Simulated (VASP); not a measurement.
# TaN (P-62m) in VASP: a series of runs

The runs below take TaN through single point, with PBE.

Program: VASP 6.6.1. These are calculated values, not measurements. Logs are shortened: lines on timing, memory, paths and dates and some standing lists are left out, and cuts for length are marked.

### 1 The cell of the first run

Symmetry: P-62m, No. 189, hexagonal system. Conventional cell: a = 5.161 Å, b = 5.161 Å, c = 2.891 Å, α = 90.00°, β = 90.00°, γ = 120.00°. Ta (site symmetry -6) has 6 N at 2.15 Å and 5 Ta at 2.89 to 2.98 Å within 3.0 Å. Ta (site symmetry -62m) has 3 N at 2.03 Å within 2.7 Å. Within 2.9 Å of N (site symmetry m2m) lie 5 Ta at 2.03 to 2.15 Å and 6 N at 2.75 to 2.89 Å.

### 2 Single point, PBE (11.12 Å³/atom)

Input file INCAR:

```
PREC = Accurate
ENCUT = 520
EDIFF = 1E-6
ISMEAR = -1
SIGMA = 0.01
LREAL = F
LASPH = T
NELM = 80
ALGO = Normal
ISIF = 2
LWAVE = F
LCHARG = F
GGA = PE
NBANDS = 33
```

Input file KPOINTS:

```
regular mesh
0
Gamma
  6 6 9
```

Input file POSCAR:

```
TaN
1.0
    5.1611273271      0.0000000000      0.0000000000
   -2.5805636635      4.4696673774      0.0000000000
    0.0000000000      0.0000000000      2.8914624986
Ta N
3 3
Direct
    0.3333333333      0.6666666667      0.5000000000
    0.6666666667      0.3333333333      0.5000000000
    0.0000000000      0.0000000000      0.0000000000
    0.3928500000      0.0000000000      0.0000000000
    0.6071500000      0.6071500000      0.0000000000
    0.0000000000      0.3928500000      0.0000000000
```

Potentials or basis: VASP PAW PBE potentials, release 64 (Ta_pv, N).

Run with:

```
$ cat potpaw_PBE.64/Ta_pv/POTCAR potpaw_PBE.64/N/POTCAR > POTCAR
$ mpirun -np 1 vasp_std > vasp.out
```

OUTCAR:

```text
PREC = Accurate
   ENCUT = 520
   EDIFF = 1E-6
   ISMEAR = -1
   LREAL = F
   LASPH = T
   NELM = 80
   ISIF = 2
   GGA = PE

 ion  position               nearest neighbor table
   1  0.333  0.667  0.500-   4 2.15   4 2.15   6 2.15   6 2.15   5 2.15   5 2.15   2 2.98   2 2.98
                             2 2.98   3 3.31   3 3.31   3 3.31   3 3.31   3 3.31   3 3.31
   2  0.667  0.333  0.500-   6 2.15   6 2.15   4 2.15   4 2.15   5 2.15   5 2.15   1 2.98   1 2.98
                             1 2.98   3 3.31   3 3.31   3 3.31   3 3.31   3 3.31   3 3.31
   3  0.000  0.000  0.000-   6 2.03   5 2.03   4 2.03   2 3.31   1 3.31   1 3.31   2 3.31   1 3.31
                             1 3.31   2 3.31   2 3.31   2 3.31   2 3.31   1 3.31   1 3.31
   4  0.393  0.000  0.000-   3 2.03   1 2.15   1 2.15   2 2.15   2 2.15
   5  0.607  0.607  0.000-   3 2.03   2 2.15   2 2.15   1 2.15   1 2.15
   6  0.000  0.393  0.000-   3 2.03   2 2.15   2 2.15   1 2.15   1 2.15

  LATTYP: Found a hexagonal cell.
 ALAT       =     5.1611273271
 C/A-ratio  =     0.5602385516

  Lattice vectors:

 A1 = (   5.1611273271,   0.0000000000,   0.0000000000)
 A2 = (  -2.5805636635,   4.4696673774,   0.0000000000)
 A3 = (   0.0000000000,   0.0000000000,   2.8914624986)

Analysis of symmetry for initial positions (statically):
=====================================================================
 Subroutine PRICEL returns:
 Original cell was already a primitive cell.

 Routine SETGRP: Setting up the symmetry group for a
 hexagonal supercell.

 Subroutine GETGRP returns: Found 12 space group operations
 (whereof 12 operations were pure point group operations)
 out of a pool of 24 trial point group operations.

The static configuration has the point symmetry D_3h.

Analysis of symmetry for dynamics (positions and initial velocities):
=====================================================================
 Subroutine PRICEL returns:
 Original cell was already a primitive cell.

 Routine SETGRP: Setting up the symmetry group for a
 hexagonal supercell.

 Subroutine GETGRP returns: Found 12 space group operations
 (whereof 12 operations were pure point group operations)
 out of a pool of 24 trial point group operations.

The dynamic configuration has the point symmetry D_3h.

 Subroutine INISYM returns: Found 12 space group operations
 (whereof 12 operations are pure point group operations),
 and found     1 'primitive' translations

----------------------------------------------------------------------------------------

                                     Primitive cell

  volume of cell :      66.7018

  direct lattice vectors                    reciprocal lattice vectors
     5.161127327  0.000000000  0.000000000     0.193756119  0.111865147  0.000000000
    -2.580563663  4.469667377  0.000000000     0.000000000  0.223730295  0.000000000
     0.000000000  0.000000000  2.891462499     0.000000000  0.000000000  0.345845744

  length of vectors
     5.161127327  5.161127327  2.891462499     0.223730295  0.223730295  0.345845744

  position of ions in fractional coordinates (direct lattice)
     0.333333333  0.666666667  0.500000000
     0.666666667  0.333333333  0.500000000
     0.000000000  0.000000000  0.000000000
     0.392850000  0.000000000  0.000000000
     0.607150000  0.607150000  0.000000000
     0.000000000  0.392850000  0.000000000

  ion indices of the primitive-cell ions
   primitive index   ion index
                 1           1
                 2           2
                 3           3
                 4           4
                 5           5
                 6           6

----------------------------------------------------------------------------------------

 KPOINTS: regular mesh

Automatic generation of k-mesh.
 Grid dimensions read from file:
 generate k-points for:    6    6    9

 Generating k-lattice:

  Cartesian coordinates                     Fractional coordinates (reciprocal lattice)
     0.032292686  0.018644191  0.000000000     0.166666667  0.000000000  0.000000000
     0.000000000  0.037288382  0.000000000     0.000000000  0.166666667  0.000000000
     0.000000000  0.000000000  0.038427305     0.000000000  0.000000000  0.111111111

  Length of vectors
     0.037288382  0.037288382  0.038427305

  Shift w.r.t. Gamma in fractional coordinates (k-lattice)
     0.000000000  0.000000000  0.000000000

 Subroutine IBZKPT returns following result:
 ===========================================

 Found     35 irreducible k-points:

 Following reciprocal coordinates:
            Coordinates               Weight
  0.000000  0.000000  0.000000      1.000000
  0.166667  0.000000  0.000000      6.000000
  0.333333  0.000000  0.000000      6.000000
  0.500000  0.000000  0.000000      3.000000
  0.166667  0.166667  0.000000      6.000000
  0.333333  0.166667  0.000000     12.000000
[... 16 lines left out ...]
  0.166667  0.000000  0.333333     12.000000
  0.333333  0.000000  0.333333     12.000000
 [... further k-points ...]
   k-points           NKPTS =     35   k-points in BZ     NKDIM =     35   number of bands    NBANDS=     33
   number of dos      NEDOS =    301   number of ions     NIONS =      6
   total plane-waves  NPLWV =  38400
   dimension x,y,z NGX =    40 NGY =   40 NGZ =   24
   dimension x,y,z NGXF=    80 NGYF=   80 NGZF=   48
   ions per type =               3   3
   NGX,Y,Z   is equivalent  to a cutoff of  12.88, 12.88, 13.80 a.u.
   NGXF,Y,Z  is equivalent  to a cutoff of  25.77, 25.77, 27.60 a.u.
 SYSTEM =  unknown system
   PREC   = accura    normal or accurate (medium, high low for compatibility)
   ISTART =      0    job   : 0-new  1-cont  2-samecut
   ICHARG =      2    charge: 1-file 2-atom 10-const
   ISPIN  =      1    spin polarized calculation?
   LNONCOLLINEAR =      F non collinear calculations
   LSORBIT =      F    spin-orbit coupling
   LASPH  =      T    aspherical Exc in radial PAW
   ENCUT  =  520.0 eV  38.22 Ry    6.18 a.u.   9.60  9.60  5.38*2*pi/ulx,y,z
   NELM   =     80;   NELMIN=  2; NELMDL= -5     # of ELM steps
   EDIFF  = 0.1E-05   stopping-criterion for ELM
   LREAL  =      F    real-space projection
   EDIFFG = 0.1E-04   stopping-criterion for IOM
   NSW    =      0    number of steps for IOM
   IBRION =     -1    ionic relax: 0-MD 1-quasi-New 2-CG
   NFREE  =      0    steps in history (QN), initial steepest desc. (CG)
   ISIF   =      2    stress and relaxation
   ISYM   =      2    0-nonsym 1-usesym 2-fastsym
   POTIM  = 0.5000    time-step for ionic-motion
   TEBEG  =    0.0;   TEEND  =   0.0 temperature during run
   PSTRESS=    0.0 pullay stress
   NELECT =      48.0000    total number of electrons
   NUPDOWN=      -1.0000    fix difference up-down
   EMIN   =  10.00;   EMAX   =-10.00  energy-range for DOS
   EFERMI =   0.00;   METHOD = LEGACY
   ISMEAR =    -1;   SIGMA  =   0.01  broadening in eV -4-tet -1-fermi 0-gaus
   EFERMI_NEDOS =   21; number of points for ismear=-14 and -15
   IALGO  =     38    algorithm
   IMIX   =      4    mixing-type and parameters
     AMIX     =   0.40;   BMIX     =  1.00
     AMIX_MAG =   1.60;   BMIX_MAG =  1.00
  volume/ion in A,a.u.               =      11.12        75.02
  Fermi-wavevector in a.u.,A,eV,Ry     =   1.467043  2.772309 29.282659  2.152215
  Thomas-Fermi vector in A             =   2.582708
   LORBIT       =      0    0 simple, 1 ext, 2 COOP (PROOUT), +10 PAW based schemes
   GGA     = PE    functional components
   LHFCALC =     F    Hartree Fock is set to
   AEXX    =    0.0000 exact exchange contribution
   IVDW    =     0    specifies the selected vdW correction
   LEPSILON=     F    determine dielectric tensor
   LRPA    =     F    only Hartree local field effects (RPA)
 non-spin polarized calculation
  energy-cutoff  :      520.00
  volume of cell :       66.70
 maximum number of plane-waves:      1828
 NGX is ok and might be reduce to    40
   NGX = 19   NGY = 19   NGZ = 11

 number of electron      47.9999999 magnetization

 Free energy of the ion-electron system (eV)
  ---------------------------------------------------
  ext. energy  EPLUGINS =         0.00000000
  ---------------------------------------------------
  free energy    TOTEN  =       -67.38615121 eV

  energy without entropy =      -67.38547395  energy(sigma->0) =      -67.38581258

 E-fermi :   8.5426     XC(G=0): -13.1145

 val. band max:        8.5238851172   @ k =   0.1667   0.0000   0.3333
 cond. band min:       8.5445019893   @ k =   0.0000   0.0000   0.2222
 fundamental gap:      0.0206168721
 Fermi energy:         8.5426102093

 k-point     1 :       0.0000    0.0000    0.0000
  band No.  band energies     occupation
      1     -27.6852      2.00000
      2     -27.6852      2.00000
      3     -27.3124      2.00000
      4     -27.3124      2.00000
      5     -27.1214      2.00000
      6     -27.0053      2.00000
[... 25 lines left out ...]
     32      11.8382      0.00000
     33      11.8382      0.00000

 k-point     2 :       0.1667    0.0000    0.0000
  band No.  band energies     occupation
      1     -27.7102      2.00000
      2     -27.6782      2.00000
      3     -27.2898      2.00000
      4     -27.2793      2.00000
      5     -27.1141      2.00000
      6     -27.0120      2.00000
[... 25 lines left out ...]
     32      11.7853      0.00000
     33      12.0477      0.00000
[... 754 lines left out ...]
     32      12.1315      0.00000
     33      13.3258      0.00000

 k-point    24 :       0.3333    0.0000    0.3333
  band No.  band energies     occupation
      1     -27.7954      2.00000
      2     -27.6707      2.00000
      3     -27.6009      2.00000
      4     -27.5046      2.00000
      5     -27.2276      2.00000
      6     -27.1278      2.00000
[... 25 lines left out ...]
     32      12.3760      0.00000
     33      13.7762      0.00000

 [... further k-points ...]

------------------------ aborting loop because EDIFF is reached ----------------------------------------

  FORCE on cell =-STRESS in cart. coord.  units (eV):
  Direction    XX          YY          ZZ          XY          YZ          ZX
  --------------------------------------------------------------------------------------
  -------------------------------------------------------------------------------------
  Total        5.3129655      5.3129655      5.3507372      0.0000000      0.0000000      0.0000000
  in kB      127.6175008    127.6175008    128.5247779      0.0000000      0.0000000      0.0000000
  external PRESSURE =     127.9199265 kB  Pullay stress =       0.0000000 kB

 VOLUME and BASIS-vectors are now :
 -----------------------------------------------------------------------------
  energy-cutoff  :      520.00
  volume of cell :       66.70
      direct lattice vectors                 reciprocal lattice vectors
     5.161127327  0.000000000  0.000000000     0.193756119  0.111865147  0.000000000
    -2.580563663  4.469667377  0.000000000     0.000000000  0.223730295  0.000000000
     0.000000000  0.000000000  2.891462499     0.000000000  0.000000000  0.345845744

 POSITION                                       TOTAL-FORCE (eV/Angst)
 -----------------------------------------------------------------------------------
     -0.00000      2.97978      1.44573        -0.000000      0.000000      0.000000
      2.58056      1.48989      1.44573         0.000000      0.000000      0.000000
      0.00000      0.00000      0.00000        -0.000000      0.000000      0.000000
      2.02755      0.00000      0.00000         0.148540      0.000000      0.000000
      1.56679      2.71376      0.00000        -0.074270     -0.128640     -0.000000
     -1.01377      1.75591      0.00000        -0.074270      0.128640      0.000000
 -----------------------------------------------------------------------------------
    total drift:                               -0.000002     -0.000003      0.000000

  FREE ENERGIE OF THE ION-ELECTRON SYSTEM (eV)
  ---------------------------------------------------
  free  energy   TOTEN  =       -67.3861512124 eV

  energy  without entropy=      -67.3854739517  energy(sigma->0) =      -67.38581258
```

It took 1.8 min on 1 thread of Intel Xeon 8259CL, shared host; peak memory 0.22 GiB.

What came out:

- Free energy: -67.3862 eV
- Pressure: 12.8 GPa
- Largest force: 0.149 eV/Å
- Band gap on the k mesh: zero (bands 24 and 25 overlap by 3.13 eV)

Forces in eV/Å, atoms in the order of the input:
```
Ta   0.000  0.000  0.000
Ta   0.000  0.000  0.000
Ta   0.000  0.000  0.000
N    0.149  0.000  0.000
N   -0.074 -0.129  0.000
N   -0.074  0.129  0.000
```

Stress tensor (GPa, compression positive):
```
12.76  0.00  0.00
 0.00 12.76  0.00
 0.00  0.00 12.85
```

Levels at points of the mesh, in eV from the Fermi level:
| k point | band 21 | band 22 | band 23 | band 24 | band 25 | band 26 | band 27 | band 28 |
| --- | --- | --- | --- | --- | --- | --- | --- | --- |
| (0.00, 0.00, 0.00) | -4.33 | -3.36 | -1.92 | -0.93 | -0.93 | 0.62 | 0.62 | 1.90 |
| (0.50, 0.00, 0.00) | -3.95 | -3.94 | -2.87 | -2.67 | 1.27 | 1.88 | 1.99 | 2.49 |

Caveat: the cell stands under pressure; spin-orbit coupling is left out, which moves the levels of the heavy elements.

### 3 Single point, PBE (11.46 Å³/atom)

This run uses another cell than the first one, of 11.46 Å³/atom.

Input file INCAR:

```
SYSTEM = TaN
PREC = Accurate ; ENCUT = 520
EDIFF = 1E-6 ; ISMEAR = -1
SIGMA = 0.01 ; LREAL = .False.
LASPH = .True. ; NELM = 100
ALGO = Normal ; ISIF = 2
LWAVE = .False. ; LCHARG = .False.
GGA = PE ; NBANDS = 33
```

Input file KPOINTS:

```
Automatic mesh
0
Gamma
  6 6 9
  0 0 0
```

Edit POSCAR of step 2 so:

```diff
@@ -2,5 +2,5 @@
 1.0
-    5.1611273271      0.0000000000      0.0000000000
-   -2.5805636635      4.4696673774      0.0000000000
-    0.0000000000      0.0000000000      2.8914624986
+    5.2132634551      0.0000000000      0.0000000000
+   -2.6066317275      4.5148185887      0.0000000000
+    0.0000000000      0.0000000000      2.9206711674
 Ta N
```

Potentials or basis: VASP PAW PBE potentials, release 64 (Ta_pv, N).

Run with:

```
$ cat potpaw_PBE.64/Ta_pv/POTCAR potpaw_PBE.64/N/POTCAR > POTCAR
$ mpirun -np 1 vasp_std > vasp.out
```

Run time: 1.9 min. Hardware: 1 thread of Intel Xeon 8259CL, shared host; peak memory 0.22 GiB.

Results (log left out):

```yaml
Free_energy: -67.4828 eV
Pressure: 2.4 GPa
Largest_force: 0.015 eV/Å
Band_gap_on_the_k_mesh: zero (bands 24 and 25 overlap by 3.04 eV)
```

Forces on the atoms (eV/Å):
```
Ta   0.000  0.000  0.000
Ta   0.000  0.000  0.000
Ta   0.000  0.000  0.000
N    0.015  0.000  0.000
N   -0.007 -0.013  0.000
N   -0.007  0.013  0.000
```

Stress tensor (GPa, compression positive):
```
2.57 0.00 0.00
0.00 2.57 0.00
0.00 0.00 1.99
```

Levels at points of the mesh, in eV from the Fermi level:
```tsv
k point	band 20	band 21	band 22	band 23	band 24	band 25	band 26	band 27	band 28	band 29
(0.00, 0.00, 0.00)	-4.95	-4.20	-3.29	-1.87	-0.88	-0.88	0.62	0.62	1.84	1.91
(0.50, 0.00, 0.00)	-4.54	-3.84	-3.81	-2.79	-2.57	1.21	1.81	1.93	2.41	2.43
```

Caveat: spin-orbit coupling is left out, which moves the levels of the heavy elements.

[end of part 1 of 2]
